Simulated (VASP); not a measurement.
Here is a VASP 6.6.1 calculation.

File INCAR:

```
SYSTEM = Sr12HO
PREC     = Accurate       ! precision mode
ENCUT    = 520            ! plane-wave cutoff, eV
EDIFF    = 1E-6           ! SCF threshold, eV
ISMEAR   = 0              ! smearing method
SIGMA    = 0.15           ! smearing width, eV
LREAL    = .FALSE.        ! projectors in reciprocal space
LASPH    = .TRUE.         ! aspherical terms in the spheres
NELM     = 120            ! most SCF steps
ALGO     = Normal         ! electronic algorithm
ISIF     = 2              ! what is computed and relaxed
LWAVE    = .FALSE.        ! write WAVECAR
LCHARG   = .FALSE.        ! write CHGCAR
GGA      = PE             ! functional
IVDW     = 12             ! dispersion correction
NBANDS   = 76             ! bands
GGA_COMPAT= .FALSE.      
NELMDL   = -8
```

KPOINTS

```
Automatic mesh
0
G
  3 3 1
  0 0 0
```

POSCAR

```
Sr12HO
1.0
    8.5984180000      0.0000000000      0.0000000000
    4.2992090000      7.4464490000      0.0000000000
    0.0000000000      0.0000000000     18.0205790000
Sr O H
12 1 1
Direct
    0.1666667000      0.1666667000      0.0554921000
    0.6666667000      0.1666667000      0.0554921000
    0.1666667000      0.6666667000      0.0554921000
    0.6666667000      0.6666667000      0.0554921000
   -0.1661744993      0.3330996839      0.2415957162
    0.3329396280      0.3328280296      0.2416436280
   -0.1668888424      0.8334219642      0.2359221592
    0.3329030275      0.8342341377      0.2416329321
   -0.0079453872     -0.0092683426      0.4289382685
    0.5186149093     -0.0093005791      0.4288965319
   -0.0079000154      0.5171663391      0.4289418467
    0.5005846141      0.4997092373      0.4216510963
   -0.1657090974      0.8328367365      0.4787436727
   -0.1657007847      0.8328749989      0.5329923074
```

Potentials or basis: VASP PAW PBE potentials, release 64 (Sr_sv, O, H).

The run is started by

```bash
$ cat potpaw_PBE.64/Sr_sv/POTCAR potpaw_PBE.64/O/POTCAR potpaw_PBE.64/H/POTCAR > POTCAR
$ mpirun -np 1 vasp_std > vasp.out
```

Predict the dispersion energy per atom.

-0.133 eV.

Estimate the band gap on the k mesh.

zero (an odd number of electrons rules out a gap without spin polarisation).

Estimate the largest force.

0.123 eV/Å.

Forces on the atoms (eV/Å):
```
Sr   0.000  0.000  0.027
Sr   0.000  0.019 -0.012
Sr   0.017 -0.010 -0.011
Sr  -0.017 -0.009 -0.012
Sr   0.004 -0.002  0.000
Sr   0.000  0.002 -0.002
Sr   0.004 -0.002  0.004
Sr  -0.001 -0.001 -0.002
Sr   0.020  0.015 -0.013
Sr  -0.023  0.013 -0.010
Sr  -0.003 -0.024 -0.012
Sr   0.001 -0.001  0.005
O    0.000  0.000 -0.084
H    0.000  0.000  0.123
```

Caveat: there is no dipole correction, which matters where the two faces differ.
